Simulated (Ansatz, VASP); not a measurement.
**One calculation of Al, two programs**

```
Al
1.0
    -1.59600    1.59600    1.61751
     1.59600   -1.59600    1.61751
     3.19199    3.19199    0.00000
Al
2
Direct
  0.09770 0.90230 0.00000
  0.40230 0.59770 0.50000
```

Change from the starting cell: mode 1 frozen in at -0.447 Å, equal normal strain along x and y -0.0133.

Alike in both runs: task single point; functional PBE; k mesh 20 × 20 × 12; occupations gaussian, width 0.15 eV; no spin polarisation.

|  | VASP | Ansatz |
| --- | --- | --- |
| version | VASP 6.6.1 | Ansatz 0.2.0 |
| potentials or method | VASP PAW PBE potentials, release 64 (Al), cutoff 520 eV | scalar-relativistic, plane waves, PAW |
| valence electrons in the cell | 6 | 6 |

Ansatz gave:

| Item | Value |
| --- | --- |
| gap on the k mesh at the Fermi level (eV) | none |
| pressure (GPa) | 4.0 |
| traceless stress, the component that is largest in VASP (GPa) | -5.02 |
| rms of the force components (eV/Å) | 0.254 |

Problem. What did VASP give for the same quantities?

Solution. gap on the k mesh at the Fermi level (eV): none; pressure (GPa): 3.9; traceless stress, the component that is largest in VASP (GPa): -4.99; rms of the force components (eV/Å): 0.253.

Atom by atom the forces differ by 0.001 eV/Å (rms over components). A gap of «none» marks a metal or a gap that the smearing closes.
